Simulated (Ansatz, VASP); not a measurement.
MnSi in VASP and in Ansatz

```
Mn Si
1.0
     4.54800    0.00000    0.00000
     0.00000    4.54800    0.00000
     0.00000    0.00000    4.54800
Mn Si
4 4
Cartesian
  3.9204 2.9016 1.6464
  2.9016 1.6464 3.9204
  1.6464 3.9204 2.9016
  0.6276 0.6276 0.6276
  0.7004 1.5736 2.9744
  1.5736 2.9744 0.7004
  2.9744 0.7004 1.5736
  3.8476 3.8476 3.8476
```

Alike in both runs: task single point; functional PBEsol; k mesh 6 × 6 × 6; occupations fermi-dirac, width 0.05 eV; collinear spin.

|  | VASP | Ansatz |
| --- | --- | --- |
| version | VASP 6.6.1 | Ansatz 0.2.0 |
| potentials or method | VASP PAW PBE potentials, release 64 (Mn_pv, Si) | Ansatz PAW |
| plane-wave cutoff (eV) | 520 | 420 |
| valence electrons in the cell | 68 | 76 |

|  | VASP | Ansatz | Ansatz less VASP |
| --- | --- | --- | --- |
| gap on the k mesh at the Fermi level (eV) | none | none | - |
| pressure (GPa) | -10.6 | -10.8 | -0.18 |
| rms of the force components (eV/Å) | 0.117 | 0.124 | +0.0063 |
| net moment per atom (μB) | 0.49 | 0.49 | 0.000 |
| size of the moment on the site where the two differ most (μB) | 1.03 | 0.98 | -0.046 |

VASP's potentials were made for PBE, not for PBEsol. Site moments also hang on the region over which each program counts them. Atom by atom the forces differ by 0.007 eV/Å (rms over components). A gap of «none» marks a metal or a gap that the smearing closes. The functional is the same, so the differences come from potentials, cutoffs and numerics. VASP's potentials hold 68 valence electrons a cell and Ansatz's 76, so a difference there can come from the potentials and not from the codes.
